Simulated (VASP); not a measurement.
# Nb4H in VASP: notebook

Nb4H is run at these levels: LDA; tasks: single point.

All numbers are computed with VASP 6.6.1; they aren't measurements. Logs are shortened: lines on timing, memory, paths and dates and some standing lists are left out, and cuts for length are marked.

### 1 The cell of the first run

The cell holds a slab with vacuum, 5 atoms: a = 2.927 Å, b = 4.139 Å, c = 21.258 Å, α = 90.00°, β = 90.00°, γ = 90.00°.

### 2 Single point, LDA

INCAR

```
  PREC = Accurate
  ENCUT = 520
  EDIFF = 1E-7
  ISMEAR = 0
  SIGMA = 0.1
  LREAL = False
  LASPH = True
  NELM = 80
  ALGO = Normal
  ISIF = 2
  LWAVE = False
  LCHARG = True
  LDIPOL = True
  IDIPOL = 3
  DIPOL = 0.5 0.5 0.345
  GGA = CA
  LELF = True
  LVHAR = True
  LVACPOTAV = True
  NBANDS = 34
```

KPOINTS

```
regular mesh
0
Gamma
  9 7 1
```

POSCAR

```
Nb4H
1.0
    2.9270177669      0.0000000000      0.0000000000
    0.0000000000      4.1394282232      0.0000000000
    0.0000000000      0.0000000000     21.2576690685
Nb H
4 1
Direct
    0.5000000000      0.5000000000      0.1881673850
    0.0000000000      0.0000000000      0.2570135449
    0.5000000000      0.5000000000      0.3306382692
    0.0000000000      0.0000000000      0.3884559987
    0.0000000000      0.5000000000      0.5629812483
```

Potentials or basis: VASP PAW LDA potentials, release 64 (Nb_sv, H).

Launch:

```bash
$ cat potpaw_LDA.64/Nb_sv/POTCAR potpaw_LDA.64/H/POTCAR > POTCAR
$ mpirun -np 1 vasp_std > vasp.out
```

OUTCAR:

```text
PREC = Accurate
   ENCUT = 520
   EDIFF = 1E-7
   ISMEAR = 0
   LREAL = False
   LASPH = True
   NELM = 80
   ISIF = 2
   GGA = CA

 ion  position               nearest neighbor table
   1  0.500  0.500  0.188-   2 2.93   2 2.93   2 2.93   2 2.93   3 3.03
   2  0.000  0.000  0.257-   4 2.79   1 2.93   1 2.93   1 2.93   1 2.93   3 2.98   3 2.98   3 2.98
                             3 2.98
   3  0.500  0.500  0.331-   4 2.82   4 2.82   4 2.82   4 2.82   2 2.98   2 2.98   2 2.98   2 2.98
                             1 3.03
   4  0.000  0.000  0.388-   2 2.79   3 2.82   3 2.82   3 2.82   3 2.82
   5  0.000  0.500  0.563-

  LATTYP: Found a simple orthorhombic cell.
 ALAT       =     2.9270177669
 B/A-ratio  =     1.4142135624
 C/A-ratio  =     7.2625691955

  Lattice vectors:

 A1 = (   2.9270177669,   0.0000000000,   0.0000000000)
 A2 = (   0.0000000000,   4.1394282232,   0.0000000000)
 A3 = (   0.0000000000,   0.0000000000,  21.2576690685)

Analysis of symmetry for initial positions (statically):
=====================================================================
 Subroutine PRICEL returns:
 Original cell was already a primitive cell.

 Routine SETGRP: Setting up the symmetry group for a
 simple orthorhombic supercell.

 Subroutine GETGRP returns: Found  4 space group operations
 (whereof  4 operations were pure point group operations)
 out of a pool of  8 trial point group operations.

The static configuration has the point symmetry C_2v.

Analysis of symmetry for dynamics (positions and initial velocities):
=====================================================================
 Subroutine PRICEL returns:
 Original cell was already a primitive cell.

 Routine SETGRP: Setting up the symmetry group for a
 simple orthorhombic supercell.

 Subroutine GETGRP returns: Found  4 space group operations
 (whereof  4 operations were pure point group operations)
 out of a pool of  8 trial point group operations.

The dynamic configuration has the point symmetry C_2v.

 Subroutine INISYM returns: Found  4 space group operations
 (whereof  4 operations are pure point group operations),
 and found     1 'primitive' translations

----------------------------------------------------------------------------------------

                                     Primitive cell

  volume of cell :     257.5617

  direct lattice vectors                    reciprocal lattice vectors
     2.927017767  0.000000000  0.000000000     0.341644663  0.000000000  0.000000000
     0.000000000  4.139428223  0.000000000     0.000000000  0.241579258  0.000000000
[... 94 lines left out ...]
   POTIM  = 0.5000    time-step for ionic-motion
   TEBEG  =    0.0;   TEEND  =   0.0 temperature during run
   PSTRESS=    0.0 pullay stress
   NELECT =      53.0000    total number of electrons
   NUPDOWN=      -1.0000    fix difference up-down
   EMIN   =  10.00;   EMAX   =-10.00  energy-range for DOS
   EFERMI =   0.00;   METHOD = LEGACY
   ISMEAR =     0;   SIGMA  =   0.10  broadening in eV -4-tet -1-fermi 0-gaus
   EFERMI_NEDOS =   21; number of points for ismear=-14 and -15
   IALGO  =     38    algorithm
   IMIX   =      4    mixing-type and parameters
     AMIX     =   0.40;   BMIX     =  1.00
     AMIX_MAG =   1.60;   BMIX_MAG =  1.00
  volume/ion in A,a.u.               =      51.51       347.62
  Fermi-wavevector in a.u.,A,eV,Ry     =   0.966510  1.826439 12.709767  0.934142
  Thomas-Fermi vector in A             =   2.096318
   LORBIT       =      0    0 simple, 1 ext, 2 COOP (PROOUT), +10 PAW based schemes
   GGA     = CA    functional components
   LHFCALC =     F    Hartree Fock is set to
   AEXX    =    0.0000 exact exchange contribution
   IVDW    =     0    specifies the selected vdW correction
   LEPSILON=     F    determine dielectric tensor
   LRPA    =     F    only Hartree local field effects (RPA)
 non-spin polarized calculation
 Gauss-broadening in eV      SIGMA  =   0.10
  energy-cutoff  :      520.00
  volume of cell :      257.56
 maximum number of plane-waves:      6993
 NGX is ok and might be reduce to    24
   NGX = 11   NGY = 15   NGZ = 79

 dipolmoment           0.000000      0.000000     -0.205712 electrons x Angstroem

 number of electron      52.9999999 magnetization

 dipolmoment           0.000000      0.000000      0.178554 electrons x Angstroem

 Free energy of the ion-electron system (eV)
  ---------------------------------------------------
  ext. energy  EPLUGINS =         0.00000000
  ---------------------------------------------------
  free energy    TOTEN  =       -40.56267792 eV

  energy without entropy =      -40.53372941  energy(sigma->0) =      -40.54820366

 E-fermi :  -0.3186     XC(G=0):  -5.1759

 val. band max:       -0.3255427736   @ k =   0.4444   0.2857   0.0000
 cond. band min:      -0.2958566567   @ k =   0.0000   0.1429   0.0000
 fundamental gap:      0.0296861169
 Fermi energy:        -0.3186138194

 k-point     1 :       0.0000    0.0000    0.0000
  band No.  band energies     occupation
      1     -54.9054      2.00000
      2     -54.8428      2.00000
      3     -54.5874      2.00000
      4     -54.4775      2.00000
      5     -31.5334      2.00000
      6     -31.3338      2.00000
[... 729 lines left out ...]
     33       1.8545      0.00000
     34       2.3128      0.00000

------------------------ aborting loop because EDIFF is reached ----------------------------------------

  FORCE on cell =-STRESS in cart. coord.  units (eV):
  Direction    XX          YY          ZZ          XY          YZ          ZX
  --------------------------------------------------------------------------------------
  -------------------------------------------------------------------------------------
  Total       -7.7705567     -7.1692971     -3.0000660      0.0000000      0.0000000      0.0000000
  in kB      -48.3371855    -44.5970160    -18.6620795      0.0000000      0.0000000      0.0000000
  external PRESSURE =     -37.1987604 kB  Pullay stress =       0.0000000 kB

 VOLUME and BASIS-vectors are now :
 -----------------------------------------------------------------------------
  energy-cutoff  :      520.00
  volume of cell :      257.56
      direct lattice vectors                 reciprocal lattice vectors
     2.927017767  0.000000000  0.000000000     0.341644663  0.000000000  0.000000000
     0.000000000  4.139428223  0.000000000     0.000000000  0.241579258  0.000000000
     0.000000000  0.000000000 21.257669069     0.000000000  0.000000000  0.047041846

 POSITION                                       TOTAL-FORCE (eV/Angst)
 -----------------------------------------------------------------------------------
      1.46351      2.06971      4.00000         0.000000      0.000000      1.413628
      0.00000      0.00000      5.46351         0.000000      0.000000     -1.460833
      1.46351      2.06971      7.02860         0.000000      0.000000     -0.102814
      0.00000      0.00000      8.25767         0.000000      0.000000      0.457117
      0.00000      2.06971     11.96767         0.000000      0.000000     -0.307098
 -----------------------------------------------------------------------------------
    total drift:                                0.000000      0.000000     -0.000176

  FREE ENERGIE OF THE ION-ELECTRON SYSTEM (eV)
  ---------------------------------------------------
  free  energy   TOTEN  =       -40.5626779184 eV

  energy  without entropy=      -40.5337294065  energy(sigma->0) =      -40.54820366

 vacuum level on the upper side and lower side of the slab         6.187         3.520
```

It took 2.9 min on 1 thread of Intel Xeon 6975P-C (Granite Rapids), shared host; peak memory 0.34 GiB.

What came out:

| Quantity | Value |
| --- | --- |
| Free energy | -40.5627 eV |
| Largest force | 1.461 eV/Å |

Forces in eV/Å, atoms in the order of the input:
```
Nb   0.000  0.000  1.414
Nb   0.000  0.000 -1.461
Nb   0.000  0.000 -0.103
Nb   0.000  0.000  0.457
H    0.000  0.000 -0.307
```

Levels at points of the mesh, in eV from the Fermi level:
```
           k point  band 22  band 23  band 24  band 25  band 26  band 27  band 28  band 29  band 30  band 31
(0.00, 0.00, 0.00)    -1.59    -1.22    -0.96    -0.48    -0.30     0.11     0.32     0.33     0.56     1.46
```

### 3 Single point, LDA

INCAR

```
SYSTEM = Nb4H
  PREC = Accurate
  ENCUT = 520
  EDIFF = 1E-7
  ISMEAR = 0
  SIGMA = 0.1
  LREAL = .False.
  LASPH = .True.
  NELM = 100
  ALGO = Normal
  ISIF = 2
  LWAVE = .False.
  LCHARG = .True.
  LDIPOL = .True.
  IDIPOL = 3
  DIPOL = 0.5 0.5 0.330
  LELF = .True.
  LVHAR = .True.
  LVACPOTAV = .True.
  NBANDS = 34
```

KPOINTS

```
regular mesh
0
Gamma
  9 7 1
  0 0 0
```

POSCAR, as its differences from that of step 2:

```diff
@@ -12,2 +12,2 @@
     0.0000000000      0.0000000000      0.3884559987
-    0.0000000000      0.5000000000      0.5629812483
+    0.0000000000      0.0000000000      0.4877142943
```

Potentials or basis: VASP PAW LDA potentials, release 64 (Nb_sv, H).

Launch:

```bash
$ cat potpaw_LDA.64/Nb_sv/POTCAR potpaw_LDA.64/H/POTCAR > POTCAR
$ mpirun -np 1 vasp_std > vasp.out
```

OUTCAR:

```text
SYSTEM = Nb4H
   PREC = Accurate
   ENCUT = 520
   EDIFF = 1E-7
   ISMEAR = 0
   LREAL = .False.
   LASPH = .True.
   NELM = 100
   ISIF = 2

 ion  position               nearest neighbor table
   1  0.500  0.500  0.188-   2 2.93   2 2.93   2 2.93   2 2.93   3 3.03
   2  0.000  0.000  0.257-   4 2.79   1 2.93   1 2.93   1 2.93   1 2.93   3 2.98   3 2.98   3 2.98
                             3 2.98
   3  0.500  0.500  0.331-   4 2.82   4 2.82   4 2.82   4 2.82   2 2.98   2 2.98   2 2.98   2 2.98
                             1 3.03
   4  0.000  0.000  0.388-   2 2.79   3 2.82   3 2.82   3 2.82   3 2.82
   5  0.000  0.000  0.488-

  LATTYP: Found a simple orthorhombic cell.
 ALAT       =     2.9270177669
 B/A-ratio  =     1.4142135624
 C/A-ratio  =     7.2625691955

  Lattice vectors:

 A1 = (   2.9270177669,   0.0000000000,   0.0000000000)
 A2 = (   0.0000000000,   4.1394282232,   0.0000000000)
 A3 = (   0.0000000000,   0.0000000000,  21.2576690685)

Analysis of symmetry for initial positions (statically):
=====================================================================
 Subroutine PRICEL returns:
 Original cell was already a primitive cell.

 Routine SETGRP: Setting up the symmetry group for a
 simple orthorhombic supercell.

 Subroutine GETGRP returns: Found  4 space group operations
 (whereof  4 operations were pure point group operations)
 out of a pool of  8 trial point group operations.

The static configuration has the point symmetry C_2v.

Analysis of symmetry for dynamics (positions and initial velocities):
=====================================================================
 Subroutine PRICEL returns:
 Original cell was already a primitive cell.

 Routine SETGRP: Setting up the symmetry group for a
 simple orthorhombic supercell.

 Subroutine GETGRP returns: Found  4 space group operations
 (whereof  4 operations were pure point group operations)
 out of a pool of  8 trial point group operations.

The dynamic configuration has the point symmetry C_2v.

 Subroutine INISYM returns: Found  4 space group operations
 (whereof  4 operations are pure point group operations),
 and found     1 'primitive' translations

----------------------------------------------------------------------------------------

                                     Primitive cell

  volume of cell :     257.5617

  direct lattice vectors                    reciprocal lattice vectors
     2.927017767  0.000000000  0.000000000     0.341644663  0.000000000  0.000000000
     0.000000000  4.139428223  0.000000000     0.000000000  0.241579258  0.000000000
     0.000000000  0.000000000 21.257669069     0.000000000  0.000000000  0.047041846

  length of vectors
     2.927017767  4.139428223 21.257669069     0.341644663  0.241579258  0.047041846

  position of ions in fractional coordinates (direct lattice)
     0.500000000  0.500000000  0.188167385
     0.000000000  0.000000000  0.257013545
     0.500000000  0.500000000  0.330638269
     0.000000000  0.000000000  0.388455999
     0.000000000  0.000000000  0.487714294

[... 36 lines left out ...]
  0.000000  0.000000  0.000000      1.000000
  0.111111  0.000000  0.000000      2.000000
  0.222222  0.000000  0.000000      2.000000
  0.333333  0.000000  0.000000      2.000000
  0.444444  0.000000  0.000000      2.000000
  0.000000  0.142857  0.000000      2.000000
[... 12 lines left out ...]
  0.333333  0.428571  0.000000      4.000000
  0.444444  0.428571  0.000000      4.000000
   k-points           NKPTS =     20   k-points in BZ     NKDIM =     20   number of bands    NBANDS=     34
   number of dos      NEDOS =    301   number of ions     NIONS =      5
   total plane-waves  NPLWV = 122880
   dimension x,y,z NGX =    24 NGY =   32 NGZ =  160
   dimension x,y,z NGXF=    48 NGYF=   64 NGZF=  320
   ions per type =               4   1
   NGX,Y,Z   is equivalent  to a cutoff of  13.63, 12.85, 12.51 a.u.
   NGXF,Y,Z  is equivalent  to a cutoff of  27.26, 25.70, 25.03 a.u.
 SYSTEM =  Nb4H
   PREC   = accura    normal or accurate (medium, high low for compatibility)
   ISTART =      0    job   : 0-new  1-cont  2-samecut
   ICHARG =      2    charge: 1-file 2-atom 10-const
   ISPIN  =      1    spin polarized calculation?
   LNONCOLLINEAR =      F non collinear calculations
   LSORBIT =      F    spin-orbit coupling
   LASPH  =      T    aspherical Exc in radial PAW
   ENCUT  =  520.0 eV  38.22 Ry    6.18 a.u.   5.44  7.70 39.53*2*pi/ulx,y,z
   NELM   =    100;   NELMIN=  2; NELMDL= -5     # of ELM steps
   EDIFF  = 0.1E-06   stopping-criterion for ELM
   LREAL  =      F    real-space projection
   EDIFFG = 0.1E-05   stopping-criterion for IOM
   NSW    =      0    number of steps for IOM
   IBRION =     -1    ionic relax: 0-MD 1-quasi-New 2-CG
   NFREE  =      0    steps in history (QN), initial steepest desc. (CG)
   ISIF   =      2    stress and relaxation
   ISYM   =      2    0-nonsym 1-usesym 2-fastsym
   POTIM  = 0.5000    time-step for ionic-motion
   TEBEG  =    0.0;   TEEND  =   0.0 temperature during run
   PSTRESS=    0.0 pullay stress
   NELECT =      53.0000    total number of electrons
   NUPDOWN=      -1.0000    fix difference up-down
   EMIN   =  10.00;   EMAX   =-10.00  energy-range for DOS
   EFERMI =   0.00;   METHOD = LEGACY
   ISMEAR =     0;   SIGMA  =   0.10  broadening in eV -4-tet -1-fermi 0-gaus
   EFERMI_NEDOS =   21; number of points for ismear=-14 and -15
   IALGO  =     38    algorithm
   IMIX   =      4    mixing-type and parameters
     AMIX     =   0.40;   BMIX     =  1.00
     AMIX_MAG =   1.60;   BMIX_MAG =  1.00
  volume/ion in A,a.u.               =      51.51       347.62
  Fermi-wavevector in a.u.,A,eV,Ry     =   0.966510  1.826439 12.709767  0.934142
  Thomas-Fermi vector in A             =   2.096318
   LORBIT       =      0    0 simple, 1 ext, 2 COOP (PROOUT), +10 PAW based schemes
   GGA     = CA    functional components
   LHFCALC =     F    Hartree Fock is set to
   AEXX    =    0.0000 exact exchange contribution
   IVDW    =     0    specifies the selected vdW correction
   LEPSILON=     F    determine dielectric tensor
   LRPA    =     F    only Hartree local field effects (RPA)
 non-spin polarized calculation
 Gauss-broadening in eV      SIGMA  =   0.10
  energy-cutoff  :      520.00
  volume of cell :      257.56
 maximum number of plane-waves:      6993
 NGX is ok and might be reduce to    24
   NGX = 11   NGY = 15   NGZ = 79

 dipolmoment           0.000000      0.000000     -0.185800 electrons x Angstroem

 number of electron      52.9999999 magnetization

 dipolmoment           0.000000      0.000000      0.174415 electrons x Angstroem

 Free energy of the ion-electron system (eV)
  ---------------------------------------------------
  ext. energy  EPLUGINS =         0.00000000
  ---------------------------------------------------
  free energy    TOTEN  =       -42.74394371 eV

  energy without entropy =      -42.71692870  energy(sigma->0) =      -42.73043621

 E-fermi :  -0.4507     XC(G=0):  -4.8438

 val. band max:       -0.4555365134   @ k =   0.4444   0.2857   0.0000
 cond. band min:      -0.4459716960   @ k =   0.2222   0.4286   0.0000
 fundamental gap:      0.0095648174
 Fermi energy:        -0.4507278823

 k-point     1 :       0.0000    0.0000    0.0000
  band No.  band energies     occupation
      1     -55.0575      2.00000
      2     -54.8644      2.00000
      3     -54.7178      2.00000
      4     -54.5266      2.00000
      5     -31.6198      2.00000
      6     -31.4208      2.00000
[... 729 lines left out ...]
     33       1.9599      0.00000
     34       2.2439      0.00000

------------------------ aborting loop because EDIFF is reached ----------------------------------------

  FORCE on cell =-STRESS in cart. coord.  units (eV):
  Direction    XX          YY          ZZ          XY          YZ          ZX
  --------------------------------------------------------------------------------------
  -------------------------------------------------------------------------------------
  Total       -7.3253926     -5.4394770     -5.2328480      0.0000000      0.0000000      0.0000000
  in kB      -45.5680174    -33.8365732    -32.5512258      0.0000000      0.0000000      0.0000000
  external PRESSURE =     -37.3186055 kB  Pullay stress =       0.0000000 kB

 VOLUME and BASIS-vectors are now :
 -----------------------------------------------------------------------------
  energy-cutoff  :      520.00
  volume of cell :      257.56
      direct lattice vectors                 reciprocal lattice vectors
     2.927017767  0.000000000  0.000000000     0.341644663  0.000000000  0.000000000
     0.000000000  4.139428223  0.000000000     0.000000000  0.241579258  0.000000000
     0.000000000  0.000000000 21.257669069     0.000000000  0.000000000  0.047041846

 POSITION                                       TOTAL-FORCE (eV/Angst)
 -----------------------------------------------------------------------------------
      1.46351      2.06971      4.00000         0.000000      0.000000      1.326675
      0.00000      0.00000      5.46351         0.000000      0.000000     -1.317979
      1.46351      2.06971      7.02860         0.000000      0.000000     -0.229089
      0.00000      0.00000      8.25767         0.000000      0.000000      1.878515
      0.00000      0.00000     10.36767         0.000000      0.000000     -1.658122
 -----------------------------------------------------------------------------------
    total drift:                                0.000000      0.000000     -0.000165

  FREE ENERGIE OF THE ION-ELECTRON SYSTEM (eV)
  ---------------------------------------------------
  free  energy   TOTEN  =       -42.7439437076 eV

  energy  without entropy=      -42.7169287045  energy(sigma->0) =      -42.73043621

 vacuum level on the upper side and lower side of the slab         6.040         3.435
```

It took 5.8 min on 1 thread of Intel Xeon 6975P-C, shared host; peak memory 0.36 GiB.

Results:

```yaml
Free_energy: -42.7439 eV
Largest_force: 1.879 eV/Å
```

Forces in eV/Å, atoms in the order of the input:
```
Nb   0.000  0.000  1.327
Nb   0.000  0.000 -1.318
Nb   0.000  0.000 -0.229
Nb   0.000  0.000  1.879
H    0.000  0.000 -1.658
```

### 4 Single point, LDA

INCAR

```
PREC = Accurate
ENCUT = 520
EDIFF = 1E-6
ISMEAR = 0
SIGMA = 0.1
LREAL = F
LASPH = T
NELM = 80
ALGO = Normal
ISIF = 2
LWAVE = F
LCHARG = F
LDIPOL = T
IDIPOL = 3
DIPOL = 0.5 0.5 0.339
GGA = CA
NBANDS = 34
```

KPOINTS

```
Automatic mesh
0
Gamma
  9 7 1
```

POSCAR, as its differences from that of step 3:

```diff
@@ -12,2 +12,2 @@
     0.0000000000      0.0000000000      0.3884559987
-    0.0000000000      0.0000000000      0.4877142943
+    0.0000000000      0.0000000000      0.5300519559
```

Launch:

```bash
$ cat potpaw_LDA.64/Nb_sv/POTCAR potpaw_LDA.64/H/POTCAR > POTCAR
$ mpirun -np 1 vasp_std > vasp.out
```

Wall time 4.6 min (1 thread of Intel Xeon 6975P-C, shared host); peak memory 0.35 GiB.

Results (log left out):

```
Free energy   : -41.2535 eV
Largest force : 1.430 eV/Å
```

Forces in eV/Å, atoms in the order of the input:
```
Nb   0.000  0.000  1.394
Nb   0.000  0.000 -1.430
Nb   0.000  0.000 -0.195
Nb   0.000  0.000  1.426
H    0.000  0.000 -1.194
```

Levels at points of the mesh, in eV from the Fermi level:
```tsv
k point	band 22	band 23	band 24	band 25	band 26	band 27	band 28	band 29	band 30	band 31
(0.00, 0.00, 0.00)	-1.62	-1.37	-0.95	-0.46	-0.29	0.27	0.35	0.37	0.69	1.56
```

(Continued in part 2 of 2.)
